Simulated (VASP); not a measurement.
Runs of VASP 6.6.1 on HfSi5. The structure is that of space group F-43m (No. 216), or close to it. The cells are those of the table. The cell was built from a structure type or drawn by symmetry, and may not be a known phase.

| task | cell | k mesh | cutoff (eV) | gap on the mesh (eV) | pressure (GPa) | relaxed volume (Å³/atom) | largest force (eV/Å) |
| --- | --- | --- | --- | --- | --- | --- | --- |
| single point | a = 5.178 Å, angles 60.0°, 6 atoms | 4 × 4 × 4 | 520 | none | -8.7 | - | 0.03 |
| relaxation of cell and atoms | relaxed from a = 5.178 Å, angles 60.0°, 6 atoms | 4 × 4 × 4 | 600 | none | -0.1 | (a) | 0.04 |
| relaxation of cell and atoms | relaxed from a = 5.011 Å, angles 60.0°, 6 atoms | 10 × 10 × 10 | 600 | none | 0.0 | 14.94 | - |
| single point | a = 5.027 Å, angles 60.0°, 6 atoms | 10 × 10 × 10 | 520 | none | -0.2 | - | 0.01 |
| single point | a = 5.011 Å, angles 60.0°, 6 atoms | 4 × 4 × 4 | 520 | none | -0.2 | - | 0.06 |

Alike in all rows: level PBE; potentials or basis VASP PAW PBE potentials, release 64 (Hf_pv, Si); no spin polarisation; smearing gaussian 0.1 eV.

Task: Fill in the values left out.

Result: (a) 14.82.

Caveats: some runs use coarse meshes; spin-orbit coupling is left out, which moves the levels of the heavy elements.

A k mesh can miss the band edges, and the runs leave out spin-orbit coupling on Hf.

A gap of «none» marks levels without a gap at the run's occupations.
